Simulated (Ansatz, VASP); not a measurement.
## Two plane-wave programs on Ta2PbO3

```
CELL_PARAMETERS angstrom
3.64911 0.00000 0.00000
-1.82456 3.16022 0.00000
0.00000 0.00000 7.66946
ATOMIC_POSITIONS crystal
Ta 0.66667 0.33333 0.61659
Ta 0.33333 0.66667 0.38341
Pb 0.00000 0.00000 0.00000
O 0.66667 0.33333 0.33446
O 0.33333 0.66667 0.66554
O 0.00000 0.00000 0.50000
```

Change from the starting cell: species swapped into the Li3PrSb2 type (P-3m1, No. 164).

Alike in both runs: functional PBE; k mesh 12 × 12 × 4; occupations gaussian, width 0.1 eV; no spin polarisation.

Ansatz relaxed the structure, and its values are those at the end. VASP's run is a single point on that final structure, the one shown.

|  | VASP | Ansatz |
| --- | --- | --- |
| version | VASP 6.6.1 | Ansatz 0.2.0 |
| potentials or method | VASP PAW PBE potentials, release 64 (Ta_pv, Pb_d, O), cutoff 520 eV | scalar-relativistic, plane waves, PAW |
| valence electrons in the cell | 54 | 58 |

```csv
,VASP,Ansatz,Ansatz less VASP
gap on the k mesh at the Fermi level (eV),none,none,-
pressure (GPa),0.5,0.0,-0.48
rms of the force components (eV/Å),0.029,0.000,-0.0285
```

A gap of «none» marks a metal or a gap that the smearing closes. The functional is the same, so the differences come from potentials, cutoffs and numerics. VASP's potentials hold 54 valence electrons a cell and Ansatz's 58, so a difference there can come from the potentials and not from the codes.

Neither program's run includes spin-orbit coupling.
